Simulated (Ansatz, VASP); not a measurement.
# AlAsPd3 in VASP and in Ansatz

```
Al As Pd
1.0
     4.62742    0.00000    0.00000
     0.00000    4.62742    0.00000
     0.00000    0.00000    4.62273
Al As Pd
1 1 3
Direct
  0.50000 0.50000 0.00000
  0.50000 0.50000 0.50000
  0.00000 0.00000 0.00000
  0.50000 0.00000 0.50000
  0.00000 0.50000 0.50000
```

Alike in both runs: functional PBE; k mesh 4 × 4 × 4; occupations gaussian, width 0.1 eV; no spin polarisation.

Ansatz relaxed the structure, and its values are those at the end. VASP's run is a single point on that final structure, the one shown.

|  | VASP | Ansatz |
| --- | --- | --- |
| version | VASP 6.6.1 | Ansatz 0.2.0 |
| potentials or method | VASP PAW PBE potentials, release 64 (Al, As, Pd), cutoff 520 eV | scalar-relativistic, plane waves, PAW |
| valence electrons in the cell | 38 | 72 |

VASP gave:

| Quantity | Value |
| --- | --- |
| gap on the k mesh at the Fermi level (eV) | none |
| pressure (GPa) | 0.2 |

**Question.** Estimate Ansatz's values.

**Answer.** gap on the k mesh at the Fermi level (eV): none; pressure (GPa): 0.1.

A gap of «none» marks a metal or a gap that the smearing closes. The functional is the same, so the differences come from potentials, cutoffs and numerics. VASP's potentials hold 38 valence electrons a cell and Ansatz's 72, so a difference there can come from the potentials and not from the codes.
